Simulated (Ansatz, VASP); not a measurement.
**ZnS: VASP beside Ansatz**

```
Zn S
1.0
     1.89178    1.09222    9.29963
    -1.89178    1.09222    9.29963
     0.00000   -2.18444    9.29963
Zn S
3 3
Direct
  0.99998 0.99998 0.99998
  0.22229 0.22229 0.22229
  0.44457 0.44457 0.44457
  0.08326 0.08326 0.08326
  0.52782 0.52782 0.52782
  0.30539 0.30539 0.30539
```

Alike in both runs: functional PBEsol; k mesh 12 × 12 × 12; occupations gaussian, width 0.02 eV; no spin polarisation.

Ansatz relaxed the structure, and its values are those at the end. VASP's run is a single point on that final structure, the one shown.

|  | VASP | Ansatz |
| --- | --- | --- |
| version | VASP 6.6.1 | Ansatz 0.2.0 |
| potentials or method | VASP PAW PBE potentials, release 64 (Zn, S), cutoff 520 eV | scalar-relativistic, plane waves, PAW |
| valence electrons in the cell | 54 | 54 |

|  | VASP | Ansatz | Ansatz less VASP |
| --- | --- | --- | --- |
| gap on the k mesh at the Fermi level (eV) | 2.14 | 2.13 | -0.007 |
| least direct gap on the mesh (eV) | 2.14 | 2.13 | -0.007 |
| pressure (GPa) | 0.2 | 0.0 | -0.19 |

VASP's potentials were made for PBE, not for PBEsol. With one functional, cell and mesh, what is left measures potentials, basis and numerics.
